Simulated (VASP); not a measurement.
A run of VASP 6.6.1:

The input INCAR:

```
PREC = Accurate
ENCUT = 520
EDIFF = 1E-7
ISMEAR = -1
SIGMA = 0.05
LREAL = F
LASPH = T
NELM = 150
ALGO = Fast
ISIF = 2
LWAVE = F
LCHARG = F
ISPIN = 2
MAGMOM = 1 1 1 0
LORBIT = 11
LMAXMIX = 4
GGA = PE
NBANDS = 28
```

KPOINTS

```
regular mesh
0
Gamma
  8 8 8
```

File POSCAR:

```
AlNi3
1.0
    3.4754400422      0.0000000000      0.0000000000
    0.0000000000      3.4754400422      0.0000000000
    0.0000000000      0.0000000000      3.4754400422
Ni Al
3 1
Direct
    0.5000000000      0.5000000000      0.0000000000
    0.5000000000      0.0000000000      0.5000000000
    0.0000000000      0.5000000000      0.5000000000
    0.0000000000      0.0000000000      0.0000000000
```

Potentials or basis: VASP PAW PBE potentials, release 64 (Ni, Al).

Run with:

```bash
$ cat potpaw_PBE.64/Ni/POTCAR potpaw_PBE.64/Al/POTCAR > POTCAR
$ mpirun -np 1 vasp_std > vasp.out
```

Hardware: 1 thread of Intel Xeon 8259CL, on a shared host.

**Question.** How long does it take, and how much memory?

**Answer.** Wall time 3 min on 1 thread of Intel Xeon 8259CL, on a shared host, peak memory 0.21 GiB. Counts: scf iterations 18, k points 35.
